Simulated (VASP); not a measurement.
# BiMo (zincblende type) (F-43m) in VASP: a series of runs, part 2 of 2

VASP 6.6.1. Earlier steps stand in the parts before.

## (3) Single point, PBEsol

INCAR

```
  PREC = Accurate
  ENCUT = 500
  EDIFF = 1E-6
  ISMEAR = -1
  SIGMA = 0.05
  LREAL = F
  LASPH = T
  NELM = 120
  ALGO = Normal
  ISIF = 2
  LWAVE = F
  LCHARG = F
  GGA = PS
  NBANDS = 22
  GGA_COMPAT = F
```

KPOINTS

```
Automatic mesh
0
Gamma
  11 11 11
```

POSCAR

```
BiMo
1.0
    0.0000000000      3.0834533118      3.0834533118
    3.0834533118      0.0000000000      3.0834533118
    3.0834533118      3.0834533118      0.0000000000
Mo Bi
1 1
Direct
    0.0000000000      0.0000000000      0.0000000000
    0.2500000000      0.2500000000      0.2500000000
```

Potentials or basis: VASP PAW PBE potentials, release 64 (Mo_sv, Bi_d).

Run with:

```bash
> cat potpaw_PBE.64/Mo_sv/POTCAR potpaw_PBE.64/Bi_d/POTCAR > POTCAR
> mpirun -np 1 vasp_std > vasp.out
```

OUTCAR:

```text
PREC = Accurate
   ENCUT = 500
   EDIFF = 1E-6
   ISMEAR = -1
   LREAL = F
   LASPH = T
   NELM = 120
   ISIF = 2
   GGA = PS

 ion  position               nearest neighbor table
   1  0.000  0.000  0.000-   2 2.67   2 2.67   2 2.67   2 2.67
   2  0.250  0.250  0.250-   1 2.67   1 2.67   1 2.67   1 2.67

  LATTYP: Found a face centered cubic cell.
 ALAT       =     6.1669066236

  Lattice vectors:

[... 782 lines left out ...]
     22      14.6714      0.00000

 [... further k-points ...]

------------------------ aborting loop because EDIFF is reached ----------------------------------------

  FORCE on cell =-STRESS in cart. coord.  units (eV):
  Direction    XX          YY          ZZ          XY          YZ          ZX
  --------------------------------------------------------------------------------------
  -------------------------------------------------------------------------------------
  Total        0.8007676      0.8007676      0.8007676      0.0000000      0.0000000      0.0000000
  in kB       21.8813924     21.8813924     21.8813924      0.0000000      0.0000000      0.0000000
  external PRESSURE =      21.8813924 kB  Pullay stress =       0.0000000 kB

 VOLUME and BASIS-vectors are now :
 -----------------------------------------------------------------------------
  energy-cutoff  :      500.00
  volume of cell :       58.63
      direct lattice vectors                 reciprocal lattice vectors
     0.000000000  3.083453312  3.083453312    -0.162155852  0.162155852  0.162155852
     3.083453312  0.000000000  3.083453312     0.162155852 -0.162155852  0.162155852
     3.083453312  3.083453312  0.000000000     0.162155852  0.162155852 -0.162155852

 POSITION                                       TOTAL-FORCE (eV/Angst)
 -----------------------------------------------------------------------------------
      0.00000      0.00000      0.00000        -0.000000     -0.000000      0.000000
      1.54173      1.54173      1.54173         0.000000      0.000000     -0.000000
 -----------------------------------------------------------------------------------
    total drift:                               -0.000000     -0.000000     -0.000000

  FREE ENERGIE OF THE ION-ELECTRON SYSTEM (eV)
  ---------------------------------------------------
  free  energy   TOTEN  =       -12.4949589799 eV

  energy  without entropy=      -12.4296848536  energy(sigma->0) =      -12.46232192
```

It took 60 s on 1 thread of Oxide Virtual Turin-like, shared host; peak memory 0.18 GiB.

What came out:

```
Free energy            : -12.4950 eV
Pressure               : 2.2 GPa
Band gap on the k mesh : zero (an odd number of electrons rules out a gap without spin polarisation)
```

Levels at points of the mesh, in eV from the Fermi level:
```tsv
k point	band 11	band 12	band 13	band 14	band 15	band 16	band 17	band 18	band 19	band 20
(0.00, 0.00, 0.00)	-2.55	-2.55	-2.55	-0.10	-0.10	2.64	5.67	5.67	5.67	7.26
```

Caveat: the PAW data sets were made with another functional, which shifts forces and pressure a little; spin-orbit coupling is left out, which moves the levels of the heavy elements.

## (4) Single point, PBEsol

INCAR

```
SYSTEM = BiMo
ALGO     = Normal         ! electronic algorithm
EDIFF    = 1E-6           ! SCF threshold, eV
ENCUT    = 500            ! plane-wave cutoff, eV
GGA      = PS             ! functional
GGA_COMPAT= .FALSE.      
ISIF     = 2              ! what is computed and relaxed
ISMEAR   = -1             ! smearing method
LASPH    = .TRUE.         ! aspherical terms in the spheres
LCHARG   = .FALSE.        ! write CHGCAR
LREAL    = .FALSE.        ! projectors in reciprocal space
LWAVE    = .FALSE.        ! write WAVECAR
NBANDS   = 22             ! bands
NELM     = 120            ! most SCF steps
PREC     = Accurate       ! precision mode
SIGMA    = 0.05           ! smearing width, eV
```

KPOINTS

```
k-points
0
G
  11 11 11
  0 0 0
```

POSCAR is that of step 3.

Potentials or basis: VASP PAW PBE potentials, release 64 (Mo_sv, Bi_d).

Run with:

```bash
> cat potpaw_PBE.64/Mo_sv/POTCAR potpaw_PBE.64/Bi_d/POTCAR > POTCAR
> mpirun -np 1 vasp_std > vasp.out
```

OUTCAR:

```text
SYSTEM = BiMo
   EDIFF = 1E-6
   ENCUT = 500
   GGA = PS
   ISIF = 2
   ISMEAR = -1
   LASPH = .TRUE.
   LREAL = .FALSE.
   NELM = 120
   PREC = Accurate

 ion  position               nearest neighbor table
   1  0.000  0.000  0.000-   2 2.67   2 2.67   2 2.67   2 2.67
   2  0.250  0.250  0.250-   1 2.67   1 2.67   1 2.67   1 2.67

  LATTYP: Found a face centered cubic cell.
 ALAT       =     6.1669066236

  Lattice vectors:

 A1 = (   0.0000000000,   3.0834533118,   3.0834533118)
[... 785 lines left out ...]
------------------------ aborting loop because EDIFF is reached ----------------------------------------

  FORCE on cell =-STRESS in cart. coord.  units (eV):
  Direction    XX          YY          ZZ          XY          YZ          ZX
  --------------------------------------------------------------------------------------
  -------------------------------------------------------------------------------------
  Total        0.8007676      0.8007676      0.8007676      0.0000000      0.0000000      0.0000000
  in kB       21.8813924     21.8813924     21.8813924      0.0000000      0.0000000      0.0000000
  external PRESSURE =      21.8813924 kB  Pullay stress =       0.0000000 kB

 VOLUME and BASIS-vectors are now :
 -----------------------------------------------------------------------------
  energy-cutoff  :      500.00
  volume of cell :       58.63
      direct lattice vectors                 reciprocal lattice vectors
     0.000000000  3.083453312  3.083453312    -0.162155852  0.162155852  0.162155852
     3.083453312  0.000000000  3.083453312     0.162155852 -0.162155852  0.162155852
     3.083453312  3.083453312  0.000000000     0.162155852  0.162155852 -0.162155852

 POSITION                                       TOTAL-FORCE (eV/Angst)
 -----------------------------------------------------------------------------------
      0.00000      0.00000      0.00000        -0.000000     -0.000000      0.000000
      1.54173      1.54173      1.54173         0.000000      0.000000     -0.000000
 -----------------------------------------------------------------------------------
    total drift:                               -0.000000     -0.000000     -0.000000

  FREE ENERGIE OF THE ION-ELECTRON SYSTEM (eV)
  ---------------------------------------------------
  free  energy   TOTEN  =       -12.4949589799 eV

  energy  without entropy=      -12.4296848536  energy(sigma->0) =      -12.46232192
```

OSZICAR:

```text
N       E                     dE             d eps       ncg     rms          rms(c)
DAV:   1     0.303128041891E+03    0.30313E+03   -0.14667E+04  2464   0.143E+03
DAV:   2     0.654175653029E+01   -0.29659E+03   -0.28682E+03  2542   0.440E+02
DAV:   3    -0.123598925568E+02   -0.18902E+02   -0.18375E+02  3044   0.114E+02
DAV:   4    -0.128871346069E+02   -0.52724E+00   -0.52505E+00  2852   0.197E+01
DAV:   5    -0.129032488195E+02   -0.16114E-01   -0.16112E-01  3304   0.334E+00    0.833E+00
DAV:   6    -0.125703361872E+02    0.33291E+00   -0.19091E+00  2626   0.838E+00    0.234E+00
DAV:   7    -0.125068282598E+02    0.63508E-01   -0.25832E-01  2834   0.416E+00    0.190E+00
DAV:   8    -0.124949206486E+02    0.11908E-01   -0.30233E-02  3244   0.160E+00    0.255E-01
DAV:   9    -0.124949354847E+02   -0.14836E-04   -0.13676E-03  3194   0.316E-01    0.813E-02
DAV:  10    -0.124949556363E+02   -0.20152E-04   -0.23758E-04  3372   0.161E-01    0.165E-02
DAV:  11    -0.124949584558E+02   -0.28195E-05   -0.15831E-05  2782   0.341E-02    0.788E-03
DAV:  12    -0.124949589799E+02   -0.52406E-06   -0.25760E-06  2376   0.133E-02
   1 F= -.12494959E+02 E0= -.12462322E+02  d E =-.652741E-01
```

Wall time 54 s (1 thread of Oxide Virtual Turin-like, shared host); peak memory 0.18 GiB.

Results:

| Property | Result |
| --- | --- |
| Free energy | -12.4950 eV |
| Pressure | 2.2 GPa |
| Band gap on the k mesh | zero (an odd number of electrons rules out a gap without spin polarisation) |

Levels at points of the mesh, in eV from the Fermi level:
| k point | band 13 | band 14 | band 15 | band 16 | band 17 | band 18 |
| --- | --- | --- | --- | --- | --- | --- |
| (0.00, 0.00, 0.00) | -2.55 | -0.10 | -0.10 | 2.64 | 5.67 | 5.67 |

Caveat: the PAW data sets were made with another functional, which shifts forces and pressure a little; spin-orbit coupling is left out, which moves the levels of the heavy elements.

## (5) Relaxation of cell and atoms, PBEsol, target pressure 2.1 GPa, at which the enthalpy is minimised

This run uses another cell than the first one, of 25.85 Å³/atom.

INCAR

```
SYSTEM = BiMo
ALGO = Normal ; EDIFF = 1E-7
EDIFFG = -0.005 ; ENCUT = 500
GGA = PS ; GGA_COMPAT = .FALSE.
IBRION = 2 ; ISIF = 3
ISMEAR = -1 ; LASPH = .TRUE.
LCHARG = .FALSE. ; LREAL = .FALSE.
LWAVE = .FALSE. ; NELM = 120
NELMIN = 4 ; NSW = 60
PREC = Accurate ; PSTRESS = 21.0
SIGMA = 0.05
```

KPOINTS is that of step 4.

POSCAR

```
BiMo
1.0
    0.0000000000      2.9568566402      2.9568566402
    2.9568566402      0.0000000000      2.9568566402
    2.9568566402      2.9568566402      0.0000000000
Mo Bi
1 1
Direct
    0.0000000000      0.0000000000      0.0000000000
    0.2500000000      0.2500000000      0.2500000000
```

Run with:

```bash
> cat potpaw_PBE.64/Mo_sv/POTCAR potpaw_PBE.64/Bi_d/POTCAR > POTCAR
> mpirun -np 1 vasp_std > vasp.out
```

It took 5.6 min on 1 thread of Oxide Virtual Turin-like, shared host; peak memory 0.18 GiB.

The run converged. Its results:

* Free energy: -12.4933 eV
* Relaxed volume: 29.34 Å³/atom
* Relaxed cell: a = 4.362 Å, b = 4.362 Å, c = 4.362 Å, α = 60.00°, β = 60.00°, γ = 60.00°
* Space group after relaxing (to 0.1 Å): F-43m (No. 216)
* Energy change on relaxing (the run minimises the enthalpy): -181.9 meV/atom
* Ionic steps: 19
* Pressure after relaxing: 2.1 GPa
* Band gap on the k mesh: zero (an odd number of electrons rules out a gap without spin polarisation)

The path:
```csv
step,energy change (eV),largest force (eV/Å),pressure (GPa),volume (Å³)
1,0.0000,0.0000,16.09,51.70
2,-0.0664,0.0000,-8.33,70.51
3,-0.3678,0.0000,1.63,59.01
4,-0.3645,0.0000,2.03,58.73
5,-0.3626,0.0000,2.24,58.58
6,-0.3626,0.0000,2.24,58.59
7,-0.3627,0.0000,2.23,58.59
8,-0.3627,0.0000,2.22,58.59
9,-0.3627,0.0000,2.22,58.59
10,-0.3627,0.0000,2.22,58.59
11,-0.3627,0.0000,2.22,58.59
12,-0.3627,0.0000,2.22,58.59
13,-0.3628,0.0000,2.22,58.60
14,-0.3628,0.0000,2.21,58.60
15,-0.3629,0.0000,2.20,58.61
16,-0.3631,0.0000,2.18,58.62
17,-0.3636,0.0000,2.14,58.65
18,-0.3644,0.0000,2.05,58.72
19,-0.3639,0.0000,2.10,58.68
```

Final structure:
```cif
data_structure
_symmetry_space_group_name_H-M 'P 1'
_symmetry_Int_Tables_number 1
_cell_length_a 4.3618
_cell_length_b 4.3618
_cell_length_c 4.3618
_cell_angle_alpha 60.000
_cell_angle_beta 60.000
_cell_angle_gamma 60.000
_cell_volume 58.68
loop_
_atom_site_label
_atom_site_type_symbol
_atom_site_fract_x
_atom_site_fract_y
_atom_site_fract_z
_atom_site_occupancy
Mo1 Mo 0.00000 0.00000 0.00000 1
Bi1 Bi 0.25000 0.25000 0.25000 1
```

Levels at points of the mesh, in eV from the Fermi level:
```csv
k point,band 13,band 14,band 15,band 16,band 17,band 18
"(0.00, 0.00, 0.00)",-2.55,-0.10,-0.10,2.64,5.66,5.66
```

Caveat: the cell is relaxed towards a set pressure, so the run minimises the enthalpy, not the energy; the PAW data sets were made with another functional, which shifts forces and pressure a little; spin-orbit coupling is left out, which moves the levels of the heavy elements.

## (6) The runs side by side

| task | cell | gap on the mesh (eV) | pressure (GPa) |
| --- | --- | --- | --- |
| relaxation of cell and atoms | relaxed to 2.1 GPa from a = 4.361 Å, angles 60.0°, 2 atoms | none | 2.1 |
| single point | a = 4.361 Å, angles 60.0°, 2 atoms | none | 2.2 |
| relaxation of cell and atoms | relaxed to 2.1 GPa from a = 4.182 Å, angles 60.0°, 2 atoms | none | 2.1 |

Alike in all rows: level PBEsol; potentials or basis VASP PAW PBE potentials, release 64 (Mo_sv, Bi_d); no spin polarisation; k mesh 11 × 11 × 11; cutoff (eV) 500; smearing fermi-dirac 0.05 eV.

Caveats: the PAW data sets were made with another functional, which shifts forces and pressure a little; spin-orbit coupling is left out, which moves the levels of the heavy elements; the cell is relaxed towards a set pressure, so the run minimises the enthalpy, not the energy (at least some runs).

Absolute energies hang on the potentials; compare differences alone.
